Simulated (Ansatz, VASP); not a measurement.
One calculation of Mg, two programs

File INCAR:

```
PREC     = Accurate       # precision mode
ENCUT    = 520            # plane-wave cutoff, eV
EDIFF    = 1E-6           # SCF threshold, eV
ISMEAR   = 0              # smearing method
SIGMA    = 0.15           # smearing width, eV
LREAL    = F              # projectors in reciprocal space
LASPH    = T              # aspherical terms in the spheres
NELM     = 100            # most SCF steps
ALGO     = Normal         # electronic algorithm
ISIF     = 2              # what is computed and relaxed
LWAVE    = F              # write WAVECAR
LCHARG   = F              # write CHGCAR
GGA      = PS             # functional
NBANDS   = 9              # bands
```

File KPOINTS:

```
Automatic mesh
0
Gamma
  18 18 10
```

The input POSCAR:

```
Mg
1.0
    3.1089153849      0.0000000000      0.0000000000
   -1.5544576924      2.6923997016      0.0000000000
    0.0000000000      0.0000000000      5.5521393023
Mg
2
Direct
    0.3333333333      0.6666666667      0.2500000000
    0.6666666667      0.3333333333      0.7500000000
```

Input for Ansatz:

```yaml
crystal:
  lattice:
    - [3.1089153849, 0.0, 0.0]
    - [-1.5544576924, 2.6923997016, 0.0]
    - [0.0, 0.0, 5.5521393023]
  atoms:
    - { symbol: Mg, position: [0.3333333333, 0.6666666667, 0.25] }
    - { symbol: Mg, position: [0.6666666667, 0.3333333333, 0.75] }
basis:
  ecutwfc: 420
kpoints:
  mp_grid: { grid: [18, 18, 10] }
hamiltonian:
  xc: pbesol
scf:
  occupations: { method: gaussian, width: 0.15 }
output:
  forces: true
  stress: true
  eigenvalues: true
```

Alike in both runs: task single point; functional PBEsol; k mesh 18 × 18 × 10; occupations gaussian, width 0.15 eV; no spin polarisation.

|  | VASP | Ansatz |
| --- | --- | --- |
| version | VASP 6.6.1 | Ansatz 0.2.0 |
| potentials or method | VASP PAW PBE potentials, release 64 (Mg), cutoff 520 eV | scalar-relativistic, plane waves, PAW |
| valence electrons in the cell | 4 | 20 |

Ansatz gave:

- gap on the k mesh at the Fermi level (eV): none
- pressure (GPa): -0.7
- traceless stress, the component that is largest in VASP (GPa): -2.89

Q: What did VASP give for the same quantities?

A: gap on the k mesh at the Fermi level (eV): none; pressure (GPa): -0.7; traceless stress, the component that is largest in VASP (GPa): -2.91.

VASP's potentials were made for PBE, not for PBEsol. A gap of «none» marks a metal or a gap that the smearing closes. With one functional, cell and mesh, what is left measures potentials, basis and numerics. VASP's potentials hold 4 valence electrons a cell and Ansatz's 20, so a difference there can come from the potentials and not from the codes.
